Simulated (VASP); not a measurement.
GaSnAs, 3 atoms in the cell. It takes space group P-6m2 (No. 187, hexagonal). Conventional cell: a = 4.530 Å, b = 4.530 Å, c = 4.000 Å, α = 90.00°, β = 90.00°, γ = 120.00°. Ga (site symmetry -6m2) has 3 As at 2.62 Å and 6 Sn at 3.29 Å within 3.5 Å. Within 4.3 Å of Sn (site symmetry -6m2) lie 6 Ga at 3.29 Å and 6 As at 3.29 Å and 2 Sn at 4.00 Å. Within 3.5 Å of As (site symmetry -6m2) lie 3 Ga at 2.62 Å and 6 Sn at 3.29 Å. The cell was built from a structure type or drawn by symmetry, and may not be a known phase.

```yaml
Program: VASP 6.6.1
Task: single point
Functional: PBE
Potentials_or_basis: VASP PAW PBE potentials, release 64 (Ga_d, Sn_d, As)
Cutoff: 520 eV
k_mesh: 12 × 12 × 10
Occupations: gaussian, width 0.1 eV
Spin: no spin polarisation
Dipole_correction: no
Further_INCAR_settings: ALGO = Normal; EDIFF = 1e-07; NBANDS = 23
```

Potentials or basis: VASP PAW PBE potentials, release 64 (Ga_d, Sn_d, As).

Command:

```console
$ cat potpaw_PBE.64/Ga_d/POTCAR potpaw_PBE.64/Sn_d/POTCAR potpaw_PBE.64/As/POTCAR > POTCAR
$ mpirun -np 1 vasp_std > vasp.out
```

Hardware: 1 thread of Intel(R) Xeon(R) 6975P-C (Granite Rapids) (shared host).

Task: Estimate the wall time of this run.

Result: It took 70 s on 1 thread of Intel(R) Xeon(R) 6975P-C (Granite Rapids) (shared host), peak memory 0.34 GiB. Counts: scf iterations 15, k points 114.
